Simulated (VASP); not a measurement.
Here is a VASP 6.6.1 calculation.

File INCAR:

```
PREC = Accurate ; ENCUT = 520
EDIFF = 1E-8 ; ISMEAR = -1
SIGMA = 0.05 ; LREAL = False
LASPH = True ; NELM = 80
ALGO = Normal ; ISIF = 2
LWAVE = False ; LCHARG = False
LEFG = True ; NBANDS = 11
```

The input KPOINTS:

```
Automatic mesh
0
Gamma
  15 15 15
```

File POSCAR:

```
BP
1.0
    0.0000000000      2.2765382614      2.2765382614
    2.2765382614      0.0000000000      2.2765382614
    2.2765382614      2.2765382614      0.0000000000
B P
1 1
Direct
    0.0000000000      0.0000000000      0.0000000000
    0.7500000000      0.7500000000      0.7500000000
```

Potentials or basis: VASP PAW LDA potentials, release 64 (B, P).

Run with:

```sh
$ cat potpaw_LDA.64/B/POTCAR potpaw_LDA.64/P/POTCAR > POTCAR
$ mpirun -np 1 vasp_std > vasp.out
```

Task: Predict the pressure.

Result: -6.8 GPa.

Task: Predict the band gap on the k mesh.

Result: 1.20 eV, indirect (least direct gap 3.36 eV).

Caveat: without QUAD_EFG the Cq values of the log hold for a quadrupole moment of 1 mb, not for the nuclei. A k mesh can miss the band edges.
